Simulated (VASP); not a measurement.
Write the native input for VASP 6.6.1 that does the following.

```yaml
Task: single point
Functional: LDA
Potentials_or_basis: VASP PAW LDA potentials, release 64 (Zn, S)
Cutoff: 500 eV
k_mesh: 14 × 14 × 14
Occupations: gaussian, width 0.05 eV
Spin: no spin polarisation
Dipole_correction: no
Further_INCAR_settings: ALGO = Normal; EDIFF = 1e-06; NBANDS = 16
```

The structure of ZnS lies in POSCAR:

```
ZnS
1.0
    0.0000000000      2.4426881431      2.4426881431
    2.4426881431      0.0000000000      2.4426881431
    2.4426881431      2.4426881431      0.0000000000
Zn S
1 1
Direct
    0.0000000000      0.0000000000      0.0000000000
    0.5000000000      0.5000000000      0.5000000000
```

These files were run (other wordings do the same):

INCAR

```
ALGO     = Normal         # electronic algorithm
EDIFF    = 1E-6           # SCF threshold, eV
ENCUT    = 500            # plane-wave cutoff, eV
GGA_COMPAT= F            
ISIF     = 2              # what is computed and relaxed
ISMEAR   = 0              # smearing method
LASPH    = T              # aspherical terms in the spheres
LCHARG   = T              # write CHGCAR
LELF     = T              # ELF
LREAL    = F              # projectors in reciprocal space
LVHAR    = T            
LWAVE    = F              # write WAVECAR
NBANDS   = 16             # bands
NELM     = 120            # most SCF steps
PREC     = Accurate       # precision mode
SIGMA    = 0.05           # smearing width, eV
```

KPOINTS

```
k-points
0
Gamma
  14 14 14
```

Potentials or basis: VASP PAW LDA potentials, release 64 (Zn, S).

Launch:

```bash
$ cat potpaw_LDA.64/Zn/POTCAR potpaw_LDA.64/S/POTCAR > POTCAR
$ mpirun -np 1 vasp_std > vasp.out
```

Results of the run:

- Pressure: 6.4 GPa
- Band gap on the k mesh: zero (bands 9 and 10 overlap by 0.53 eV)

Caveat: the cell stands under pressure; semilocal functionals underestimate gaps, so a narrow gap can read as zero.

Wall time 72 s on 1 thread of Intel(R) Xeon(R) Platinum 8375C CPU @ 2.90GHz (Ice Lake), on a shared host, peak memory 0.17 GiB.
